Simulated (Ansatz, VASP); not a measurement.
**Two plane-wave programs on ZrB**

```
Zr B
1.0
     0.00000    2.32500    2.32500
     2.32500    0.00000    2.32500
     2.32500    2.32500    0.00000
Zr B
1 1
Direct
  0.08065 0.91935 0.08065
  0.50000 0.50000 0.50000
```

Change from the starting cell: all Zr atoms moved +0.375 Å, as atom 1 along Cartesian [0 1 0].

Alike in both runs: task single point; functional PBEsol; k mesh 18 × 18 × 18; occupations gaussian, width 0.15 eV; no spin polarisation.

|  | VASP | Ansatz |
| --- | --- | --- |
| version | VASP 6.6.1 | Ansatz 0.2.0 |
| potentials or method | VASP PAW PBE potentials, release 64 (Zr_sv, B), cutoff 500 eV | scalar-relativistic, plane waves, PAW |
| valence electrons in the cell | 15 | 15 |

|  | VASP | Ansatz | Ansatz less VASP |
| --- | --- | --- | --- |
| gap on the k mesh at the Fermi level (eV) | none | none | - |
| rms of the force components (eV/Å) | 3.138 | 3.115 | -0.0230 |

VASP's potentials were made for PBE, not for PBEsol. Atom by atom the forces differ by 0.023 eV/Å (rms over components). A gap of «none» marks a metal or a gap that the smearing closes.
